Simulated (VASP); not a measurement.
# ZnSe (I-4m2) in VASP: further runs

Aim: see how the results for ZnSe move with the level of theory and the settings. Levels: HSE06, r2SCAN. Tasks: single point.

Everything below comes from runs of VASP 6.6.1. Logs are shortened: lines on timing, memory, paths and dates and some standing lists are left out, and cuts for length are marked.

## (1) The cell of the first run

Symmetry: I-4m2, No. 119, tetragonal system. The conventional cell has a = 4.126 Å, b = 4.126 Å, c = 5.460 Å, α = 90.00°, β = 90.00°, γ = 90.00°. Zn (site symmetry -4m2) has 4 Se at 2.47 Å within 3.3 Å. Se (site symmetry -4m2) has 4 Zn at 2.47 Å within 3.3 Å.

## (2) Single point, HSE06 (epitaxial xy strain +3.0%)

POSCAR reads:

```
ZnSe
1.0
    0.0000000000      2.9173933049      2.7298907215
    2.9173933049      0.0000000000      2.7298907215
    2.9173933049      2.9173933049      0.0000000000
Zn Se
1 1
Direct
    0.0000000000      0.0000000000      0.0000000000
    0.2500000000      0.2500000000      0.2500000000
```

INCAR.step1 reads:

```
SYSTEM = ZnSe
PREC = Accurate ; ENCUT = 520
EDIFF = 1E-5 ; ISMEAR = 0
SIGMA = 0.01 ; LREAL = .FALSE.
LASPH = .TRUE. ; NELM = 60
ALGO = Normal ; ISIF = 2
LWAVE = .TRUE. ; LCHARG = .FALSE.
GGA = PE ; NBANDS = 16
KPAR = 4
```

INCAR.step2 reads:

```
SYSTEM = ZnSe
PREC = Accurate ; ENCUT = 520
EDIFF = 1E-6 ; ISMEAR = 0
SIGMA = 0.01 ; LREAL = .FALSE.
LASPH = .TRUE. ; NELM = 60
ALGO = Normal ; ISIF = 2
LWAVE = .FALSE. ; LCHARG = .FALSE.
GGA = PE ; LHFCALC = .TRUE.
HFSCREEN = 0.2079 ; PRECFOCK = Normal
ISTART = 1 ; NBANDS = 16
KPAR = 4
```

KPOINTS reads:

```
Automatic mesh
0
G
  6 6 6
  0 0 0
```

Potentials or basis: VASP PAW PBE potentials, release 64 (Zn, Se).

Started as:

```
> cat potpaw_PBE.64/Zn/POTCAR potpaw_PBE.64/Se/POTCAR > POTCAR
> cp INCAR.step1 INCAR
> mpirun -np 4 vasp_std > vasp.out
> cp INCAR.step2 INCAR
> mpirun -np 4 vasp_std > vasp.out
```

OUTCAR:

```text
SYSTEM = ZnSe
   PREC = Accurate
   ENCUT = 520
   EDIFF = 1E-6
   ISMEAR = 0
   LREAL = .FALSE.
   LASPH = .TRUE.
   NELM = 60
   ISIF = 2
   GGA = PE
   LHFCALC = .TRUE.
   HFSCREEN = 0.2079
   PRECFOCK = Normal
   ISTART = 1

 ion  position               nearest neighbor table
   1  0.000  0.000  0.000-   2 2.47   2 2.47   2 2.47   2 2.47
   2  0.250  0.250  0.250-   1 2.47   1 2.47   1 2.47   1 2.47

  LATTYP: Found a body centered tetragonal cell.
 ALAT       =     4.1258171786
 C/A-ratio  =     1.3233212250

  Lattice vectors:

 A1 = (   0.0000000000,  -2.9173933049,  -2.7298907215)
 A2 = (   0.0000000000,   2.9173933049,  -2.7298907215)
 A3 = (   2.9173933049,   0.0000000000,   2.7298907215)

Analysis of symmetry for initial positions (statically):
=====================================================================
 Subroutine PRICEL returns:
 Original cell was already a primitive cell.

 Routine SETGRP: Setting up the symmetry group for a
 body centered tetragonal supercell.

 Subroutine GETGRP returns: Found  8 space group operations
 (whereof  8 operations were pure point group operations)
 out of a pool of 16 trial point group operations.

The static configuration has the point symmetry D_2d.

Analysis of symmetry for dynamics (positions and initial velocities):
=====================================================================
 Subroutine PRICEL returns:
 Original cell was already a primitive cell.

 Routine SETGRP: Setting up the symmetry group for a
 body centered tetragonal supercell.

 Subroutine GETGRP returns: Found  8 space group operations
 (whereof  8 operations were pure point group operations)
 out of a pool of 16 trial point group operations.

The dynamic configuration has the point symmetry D_2d.

 Subroutine INISYM returns: Found  8 space group operations
 (whereof  8 operations are pure point group operations),
 and found     1 'primitive' translations

----------------------------------------------------------------------------------------

                                     Primitive cell

  volume of cell :      46.4692

  direct lattice vectors                    reciprocal lattice vectors
     0.000000000  2.917393305  2.729890721    -0.171385874  0.171385874  0.183157515
     2.917393305  0.000000000  2.729890721     0.171385874 -0.171385874  0.183157515
     2.917393305  2.917393305  0.000000000     0.171385874  0.171385874 -0.183157515

  length of vectors
     3.995433274  3.995433274  4.125817179     0.303797483  0.303797483  0.303797483

  position of ions in fractional coordinates (direct lattice)
     0.000000000  0.000000000  0.000000000
     0.250000000  0.250000000  0.250000000

  ion indices of the primitive-cell ions
   primitive index   ion index
                 1           1
                 2           2

----------------------------------------------------------------------------------------

 KPOINTS: Automatic mesh

Automatic generation of k-mesh.
 Grid dimensions read from file:
 generate k-points for:    6    6    6

 Generating k-lattice:

  Cartesian coordinates                     Fractional coordinates (reciprocal lattice)
    -0.028564312  0.028564312  0.030526252     0.166666667 -0.000000000  0.000000000
     0.028564312 -0.028564312  0.030526252    -0.000000000  0.166666667  0.000000000
     0.028564312  0.028564312 -0.030526252     0.000000000  0.000000000  0.166666667

  Length of vectors
     0.050632914  0.050632914  0.050632914

  Shift w.r.t. Gamma in fractional coordinates (k-lattice)
     0.000000000  0.000000000  0.000000000

 Subroutine IBZKPT returns following result:
 ===========================================

 Found     30 irreducible k-points:

 Following reciprocal coordinates:
            Coordinates               Weight
  0.000000  0.000000  0.000000      1.000000
  0.166667  0.000000  0.000000      8.000000
  0.333333  0.000000  0.000000      8.000000
  0.500000  0.000000  0.000000      4.000000
  0.166667  0.166667  0.000000      2.000000
  0.333333  0.166667  0.000000      8.000000
[... 16 lines left out ...]
  0.333333  0.000000  0.333333      4.000000
  0.500000  0.000000  0.333333     16.000000
 [... further k-points ...]
   k-points           NKPTS =     30   k-points in BZ     NKDIM =    216   number of bands    NBANDS=     16
   number of dos      NEDOS =    301   number of ions     NIONS =      2
   total plane-waves  NPLWV =  28800
   dimension x,y,z NGX =    30 NGY =   30 NGZ =   32
   dimension x,y,z NGXF=    60 NGYF=   60 NGZF=   64
   ions per type =               1   1
   NGX,Y,Z   is equivalent  to a cutoff of  12.48, 12.48, 12.89 a.u.
   NGXF,Y,Z  is equivalent  to a cutoff of  24.97, 24.97, 25.79 a.u.
 SYSTEM =  ZnSe
   PREC   = accura    normal or accurate (medium, high low for compatibility)
   ISTART =      1    job   : 0-new  1-cont  2-samecut
   ICHARG =      0    charge: 1-file 2-atom 10-const
   ISPIN  =      1    spin polarized calculation?
   LNONCOLLINEAR =      F non collinear calculations
   LSORBIT =      F    spin-orbit coupling
   LASPH  =      T    aspherical Exc in radial PAW
   ENCUT  =  520.0 eV  38.22 Ry    6.18 a.u.   7.43  7.43  7.67*2*pi/ulx,y,z
   NELM   =     60;   NELMIN=  2; NELMDL=  0     # of ELM steps
   EDIFF  = 0.1E-05   stopping-criterion for ELM
   LREAL  =      F    real-space projection
   EDIFFG = 0.1E-04   stopping-criterion for IOM
   NSW    =      0    number of steps for IOM
   IBRION =     -1    ionic relax: 0-MD 1-quasi-New 2-CG
   NFREE  =      0    steps in history (QN), initial steepest desc. (CG)
   ISIF   =      2    stress and relaxation
   ISYM   =      3    0-nonsym 1-usesym 2-fastsym
   POTIM  = 0.5000    time-step for ionic-motion
   TEBEG  =    0.0;   TEEND  =   0.0 temperature during run
   PSTRESS=    0.0 pullay stress
   NELECT =      18.0000    total number of electrons
   NUPDOWN=      -1.0000    fix difference up-down
   EMIN   =  10.00;   EMAX   =-10.00  energy-range for DOS
   EFERMI =   0.00;   METHOD = LEGACY
   ISMEAR =     0;   SIGMA  =   0.01  broadening in eV -4-tet -1-fermi 0-gaus
   EFERMI_NEDOS =   21; number of points for ismear=-14 and -15
   IALGO  =     38    algorithm
   IMIX   =      1    mixing-type and parameters
     AMIX     =   0.40;   BMIX     =  1.00
     AMIX_MAG =   1.60;   BMIX_MAG =  1.00
  volume/ion in A,a.u.               =      23.23       156.79
  Fermi-wavevector in a.u.,A,eV,Ry     =   1.193376  2.255153 19.376683  1.424146
  Thomas-Fermi vector in A             =   2.329392
   LORBIT       =      0    0 simple, 1 ext, 2 COOP (PROOUT), +10 PAW based schemes
   GGA     = PE    functional components
   LHFCALC =     T    Hartree Fock is set to
   PRECFOCK=normal    Normal, Fast or Accurate (Low or Medium for compatibility)
   ENCUT4O =  -1.0   cutoff for four orbital integrals eV
   NKREDX  =     1    reduce k-point grid by
   NKREDY  =     1    reduce k-point grid by
   NKREDZ  =     1    reduce k-point grid by
   AEXX    =    0.2500 exact exchange contribution
   HFSCREEN=    0.2079 screening length (either q_TF or 0.3 A-1)
   HFSCREENC=   0.2079 screening length for correlation (either q_TF or 0.3 A-1)
   ENCUTFOCK=  -1.0 apply spherical cutoff to Coloumb kernel
   IVDW    =     0    specifies the selected vdW correction
   LEPSILON=     F    determine dielectric tensor
   LRPA    =     F    only Hartree local field effects (RPA)
 non-spin polarized calculation
 Gauss-broadening in eV      SIGMA  =   0.01
  energy-cutoff  :      520.00
  volume of cell :       46.47
 maximum number of plane-waves:      1274
 NGX is ok and might be reduce to    30
  NGX = 24; NGY = 24; NGZ = 24

 number of electron      18.0000005 magnetization

 Free energy of the ion-electron system (eV)
  ---------------------------------------------------
  ext. energy  EPLUGINS =         0.00000000
  ---------------------------------------------------
  free energy    TOTEN  =        -7.41410402 eV

  energy without entropy =       -7.41410402  energy(sigma->0) =       -7.41410402

 E-fermi :   0.9883     XC(G=0):  -7.6659

 val. band max:        0.9308091867   @ k =   0.0000   0.0000   0.0000
 cond. band min:       3.0800290853   @ k =   0.0000   0.0000   0.0000
 fundamental gap:      2.1492198986
 Fermi energy:         0.9882604763

 k-point     1 :       0.0000    0.0000    0.0000
  band No.  band energies     occupation
      1     -13.4402      2.00000
      2      -7.3314      2.00000
      3      -7.3314      2.00000
      4      -7.3099      2.00000
      5      -7.0187      2.00000
      6      -7.0143      2.00000
[... 8 lines left out ...]
     15      12.8328      0.00000
     16      13.8523      0.00000

 k-point     2 :       0.1667    0.0000    0.0000
  band No.  band energies     occupation
      1     -13.2558      2.00000
      2      -7.3098      2.00000
      3      -7.3004      2.00000
      4      -7.2782      2.00000
      5      -7.0178      2.00000
      6      -7.0176      2.00000
[... 8 lines left out ...]
     15      12.4323      0.00000
     16      13.3156      0.00000

 k-point     3 :       0.3333    0.0000    0.0000
  band No.  band energies     occupation
      1     -12.8459      2.00000
      2      -7.2748      2.00000
      3      -7.2531      2.00000
      4      -7.0969      2.00000
      5      -7.0141      2.00000
      6      -7.0054      2.00000
[... 8 lines left out ...]
     15      13.1087      0.00000
     16      13.2086      0.00000

 k-point     4 :       0.5000    0.0000    0.0000
  band No.  band energies     occupation
      1     -12.6151      2.00000
      2      -7.2627      2.00000
      3      -7.2361      2.00000
      4      -7.0157      2.00000
      5      -6.9927      2.00000
      6      -6.8420      2.00000
[... 8 lines left out ...]
     15      14.8274      0.00000
     16      15.5332      0.00000

 k-point     5 :       0.1667    0.1667    0.0000
  band No.  band energies     occupation
      1     -13.1762      2.00000
      2      -7.2915      2.00000
      3      -7.2874      2.00000
      4      -7.2874      2.00000
      5      -7.0248      2.00000
      6      -7.0059      2.00000
[... 8 lines left out ...]
     15      13.2936      0.00000
     16      14.4336      0.00000

 k-point     6 :       0.3333    0.1667    0.0000
  band No.  band energies     occupation
      1     -12.8289      2.00000
      2      -7.2588      2.00000
      3      -7.2444      2.00000
      4      -7.1796      2.00000
      5      -7.0035      2.00000
      6      -6.9932      2.00000
[... 8 lines left out ...]
     15      14.1345      0.00000
     16      14.6354      0.00000
[... 267 lines left out ...]
 k-point    21 :      -0.1667    0.3333    0.1667
  band No.  band energies     occupation
      1     -12.5783      2.00000
      2      -7.2238      2.00000
      3      -7.1987      2.00000
      4      -7.0812      2.00000
      5      -7.0062      2.00000
      6      -6.9245      2.00000
[... 8 lines left out ...]
     15      14.4590      0.00000
     16      15.9916      0.00000

 k-point    22 :      -0.3333    0.5000    0.1667
  band No.  band energies     occupation
      1     -12.2986      2.00000
      2      -7.1993      2.00000
      3      -7.1606      2.00000
      4      -7.0912      2.00000
      5      -6.9931      2.00000
      6      -6.6912      2.00000
[... 8 lines left out ...]
     15      15.9748      0.00000
     16      16.2622      0.00000

 k-point    23 :       0.3333    0.0000    0.3333
  band No.  band energies     occupation
      1     -12.6734      2.00000
      2      -7.2186      2.00000
      3      -7.1930      2.00000
      4      -7.1564      2.00000
      5      -7.0123      2.00000
      6      -6.9799      2.00000
[... 8 lines left out ...]
     15      14.9390      0.00000
     16      17.4719      0.00000

 k-point    24 :       0.5000    0.0000    0.3333
  band No.  band energies     occupation
      1     -12.4401      2.00000
      2      -7.2110      2.00000
      3      -7.1475      2.00000
      4      -7.1019      2.00000
      5      -6.9950      2.00000
      6      -6.8362      2.00000
[... 8 lines left out ...]
     15      15.3403      0.00000
     16      16.5216      0.00000

 [... further k-points ...]
[... 5 lines left out ...]
  --------------------------------------------------------------------------------------
  -------------------------------------------------------------------------------------
  Total       -0.2944313     -0.2944313      0.3342651      0.0000000      0.0000000      0.0000000
  in kB      -10.1514809    -10.1514809     11.5248779      0.0000000      0.0000000      0.0000000
  external PRESSURE =      -2.9260279 kB  Pullay stress =       0.0000000 kB

 VOLUME and BASIS-vectors are now :
 -----------------------------------------------------------------------------
  energy-cutoff  :      520.00
  volume of cell :       46.47
      direct lattice vectors                 reciprocal lattice vectors
     0.000000000  2.917393305  2.729890721    -0.171385874  0.171385874  0.183157515
     2.917393305  0.000000000  2.729890721     0.171385874 -0.171385874  0.183157515
     2.917393305  2.917393305  0.000000000     0.171385874  0.171385874 -0.183157515

 POSITION                                       TOTAL-FORCE (eV/Angst)
 -----------------------------------------------------------------------------------
      0.00000      0.00000      0.00000        -0.000000     -0.000000     -0.000000
      1.45870      1.45870      1.36495         0.000000      0.000000      0.000000
 -----------------------------------------------------------------------------------
    total drift:                                0.000011      0.000012      0.000029

  FREE ENERGIE OF THE ION-ELECTRON SYSTEM (eV)
  ---------------------------------------------------
  free  energy   TOTEN  =        -7.4141040168 eV

  energy  without entropy=       -7.4141040168  energy(sigma->0) =       -7.41410402
```

It took 32 min on 4 MPI ranks of Intel Xeon Platinum 8488C (Sapphire Rapids), shared host; peak memory 0.29 GiB.

Results:

* Free energy: -7.4141 eV
* Pressure: -0.3 GPa
* Band gap on the k mesh: 2.15 eV

Levels at points of the mesh, in eV from the valence-band top:
```
           k point  band 5  band 6  band 7  band 8  band 9  band 10  band 11  band 12  band 13  band 14
(0.00, 0.00, 0.00)   -7.95   -7.95   -0.22   -0.22    0.00     2.15     6.82     6.84     6.84    11.06
(0.50, 0.00, 0.00)   -7.92   -7.77   -5.52   -1.21   -0.83     3.41     7.08     7.71     9.57    12.00
(0.50, 0.50, 0.00)   -7.90   -7.67   -4.88   -2.61   -2.61     3.58     3.93    12.25    12.45    12.45
(0.50, 0.00, 0.50)   -7.91   -7.76   -5.29   -2.30   -2.16     3.86     4.58    11.59    12.04    12.72
```

Caveat: the cell differs from its parent crystal (epitaxial xy strain +3.0%); the PAW data sets were made with another functional, which shifts forces and pressure a little.

## (3) Single point, HSE06 (epitaxial xy strain +4.0%)

POSCAR reads:

```
ZnSe
1.0
    0.0000000000      2.9457175118      2.6936900735
    2.9457175118      0.0000000000      2.6936900735
    2.9457175118      2.9457175118      0.0000000000
Zn Se
1 1
Direct
    0.0000000000      0.0000000000      0.0000000000
    0.2500000000      0.2500000000      0.2500000000
```

INCAR.step1 reads:

```
SYSTEM = ZnSe
PREC = Accurate ; ENCUT = 520
EDIFF = 1E-5 ; ISMEAR = 0
SIGMA = 0.01 ; LREAL = .FALSE.
LASPH = .TRUE. ; NELM = 100
ALGO = Normal ; ISIF = 2
LWAVE = .TRUE. ; LCHARG = .FALSE.
NBANDS = 16 ; GGA = PE
KPAR = 4
```

INCAR.step2 reads:

```
SYSTEM = ZnSe
PREC = Accurate ; ENCUT = 520
EDIFF = 1E-6 ; ISMEAR = 0
SIGMA = 0.01 ; LREAL = .FALSE.
LASPH = .TRUE. ; NELM = 100
ALGO = Normal ; ISIF = 2
LWAVE = .FALSE. ; LCHARG = .FALSE.
GGA = PE ; LHFCALC = .TRUE.
HFSCREEN = 0.2079 ; PRECFOCK = Normal
NBANDS = 16 ; ISTART = 1
KPAR = 4
```

KPOINTS is that of step 2.

Potentials or basis: VASP PAW PBE potentials, release 64 (Zn, Se).

Started as:

```
> cat potpaw_PBE.64/Zn/POTCAR potpaw_PBE.64/Se/POTCAR > POTCAR
> cp INCAR.step1 INCAR
> mpirun -np 4 vasp_std > vasp.out
> cp INCAR.step2 INCAR
> mpirun -np 4 vasp_std > vasp.out
```

It took 33 min on 4 MPI ranks of AMD EPYC 7R13 (Zen 3), shared host; peak memory 0.28 GiB.

Results (log left out):

```yaml
Free_energy: -7.4022 eV
Pressure: -0.7 GPa
Band_gap_on_the_k_mesh: 2.07 eV
```

Stress tensor (GPa, compression positive):
```
-1.67  0.00  0.00
 0.00 -1.67  0.00
 0.00  0.00  1.14
```

Levels at points of the mesh, in eV from the valence-band top:
```csv
k point,band 5,band 6,band 7,band 8,band 9,band 10,band 11,band 12,band 13,band 14
"(0.00, 0.00, 0.00)",-7.98,-7.97,-0.28,-0.28,0.00,2.07,6.80,6.83,6.83,11.00
"(0.50, 0.00, 0.00)",-7.95,-7.81,-5.51,-1.30,-0.80,3.32,6.96,7.82,9.54,11.88
"(0.50, 0.50, 0.00)",-7.92,-7.69,-4.78,-2.70,-2.70,3.51,3.74,12.29,12.35,12.35
"(0.50, 0.00, 0.50)",-7.95,-7.80,-5.34,-2.28,-2.10,3.88,4.62,11.39,11.77,12.60
```

Caveat: the cell differs from its parent crystal (epitaxial xy strain +4.0%); the PAW data sets were made with another functional, which shifts forces and pressure a little.

## (4) Single point, r2SCAN, non-collinear spin, zero start, spin-orbit coupling (epitaxial xy strain +2.0%)

POSCAR reads:

```
ZnSe
1.0
    0.0000000000      2.8890690981      2.7651316568
    2.8890690981      0.0000000000      2.7651316568
    2.8890690981      2.8890690981      0.0000000000
Zn Se
1 1
Direct
    0.0000000000      0.0000000000      0.0000000000
    0.2500000000      0.2500000000      0.2500000000
```

INCAR.step1 reads:

```
SYSTEM = ZnSe
PREC = Accurate
ENCUT = 520
ISMEAR = -1
SIGMA = 0.02
LREAL = .False.
LASPH = .True.
NELM = 150
MAGMOM = 0 0 0 0 0 0
LSORBIT = .True.
GGA_COMPAT = .False.
NBANDS = 30
GGA = PE
ALGO = Normal
EDIFF = 1E-4
LWAVE = .True.
LCHARG = .False.
```

INCAR.step2 reads:

```
SYSTEM = ZnSe
PREC = Accurate
ENCUT = 520
EDIFF = 1E-7
ISMEAR = -1
SIGMA = 0.02
LREAL = .False.
LASPH = .True.
NELM = 150
ALGO = Normal
ISIF = 2
LWAVE = .False.
LCHARG = .True.
MAGMOM = 0 0 0 0 0 0
LORBIT = 11
LSORBIT = .True.
GGA_COMPAT = .False.
LORBMOM = .True.
METAGGA = R2SCAN
LMIXTAU = .True.
LVHAR = .True.
NBANDS = 30
ISTART = 1
```

KPOINTS reads:

```
Automatic mesh
0
Gamma
  8 8 8
  0 0 0
```

Started as:

```
> cat potpaw_PBE.64/Zn/POTCAR potpaw_PBE.64/Se/POTCAR > POTCAR
> cp INCAR.step1 INCAR
> mpirun -np 1 vasp_ncl > vasp.out
> cp INCAR.step2 INCAR
> mpirun -np 1 vasp_ncl > vasp.out
```

It took 32 min on 1 thread of Intel Xeon 6975P-C (Granite Rapids), shared host; peak memory 0.45 GiB.

Results (log left out):

* Free energy: -24.9211 eV
* Pressure: -0.9 GPa
* Net moment: 0.00 μB per cell
* Valence electrons inside the program's atomic spheres: Zn 10.74; Se 3.93

Stress tensor (GPa, compression positive):
```
-1.39  0.00  0.00
 0.00 -1.39  0.00
 0.00  0.00  0.15
```

Moments on the atoms (μB; x, y, z):
```
Zn  0.00 0.00 0.00
Se  0.00 0.00 0.00
```

Caveat: the cell differs from its parent crystal (epitaxial xy strain +2.0%); the PAW data sets were made with another functional, which shifts forces and pressure a little.

## (5) Summary

| level | spin | cell | k mesh | smearing | grid for exact exchange (PRECFOCK) | share of exact exchange | screening parameter | gap on the mesh (eV) | pressure (GPa) |
| --- | --- | --- | --- | --- | --- | --- | --- | --- | --- |
| HSE06 | off | a = 3.995, b = 3.995, c = 4.126 Å, angles 58.9, 58.9, 62.2°, 2 atoms | 6 × 6 × 6 | gaussian 0.01 eV | Normal | 0.25 | 0.2079 1/Å | 2.15 | -0.3 |
| HSE06 | off | a = 3.992, b = 3.992, c = 4.166 Å, angles 58.5, 58.5, 62.9°, 2 atoms | 6 × 6 × 6 | gaussian 0.01 eV | Normal | 0.25 | 0.2079 1/Å | 2.07 | -0.7 |
| r2SCAN | non-collinear, zero start, SOC | a = 3.999, b = 3.999, c = 4.086 Å, angles 59.3, 59.3, 61.4°, 2 atoms | 8 × 8 × 8 | fermi-dirac 0.02 eV | - | - | - | - | -0.9 |

Alike in all rows: task single point; potentials or basis VASP PAW PBE potentials, release 64 (Zn, Se); cutoff (eV) 520.

Caveats: the PAW data sets were made with another functional, which shifts forces and pressure a little.

Absolute energies hang on the potentials; compare differences alone.
